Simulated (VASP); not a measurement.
The system is Ti3Al.

```
Ti Al
1.0
     0.00000    2.89933    2.89933
     2.89933    0.00000    2.89933
     2.89933    2.89933    0.00000
Ti Al
3 1
Cartesian
  4.3490 4.3490 4.3490
  1.4497 1.4497 1.4497
  0.0000 0.0000 0.0000
  2.8993 2.8993 2.8993
```

Base run:

| Property | Result |
| --- | --- |
| Program | VASP 6.6.1 |
| Functional | PBEsol |
| Potentials or basis | VASP PAW PBE potentials, release 64 (Ti_sv, Al) |
| Cutoff | 520 eV |
| k mesh | 12 × 12 × 12 |
| Occupations | gaussian, width 0.15 eV |
| Spin | collinear spin, ferromagnetic start |
| Starting moments | [0.7, 0.7, 0.7, 0.0] μB |
| Fixed moment | 2.1 μB |

Its results: pressure 57.8 GPa; site moments Ti +0.38, +0.87; Al +0.01 μB.

Problem. The run is repeated on the same cell with these changes: fixed moment from 2.1 μB to 1.5 μB; moments at the start from [0.7, 0.7, 0.7, 0.0] to [0.5, 0.5, 0.5, 0.0]. What comes out?

Solution. Pressure 56.6 GPa; site moments Ti +0.25, +0.68; Al +0.01 μB.

Caveats: the PAW data sets were made with another functional, which shifts forces and pressure a little; the total moment is fixed, so each spin has its own Fermi level.
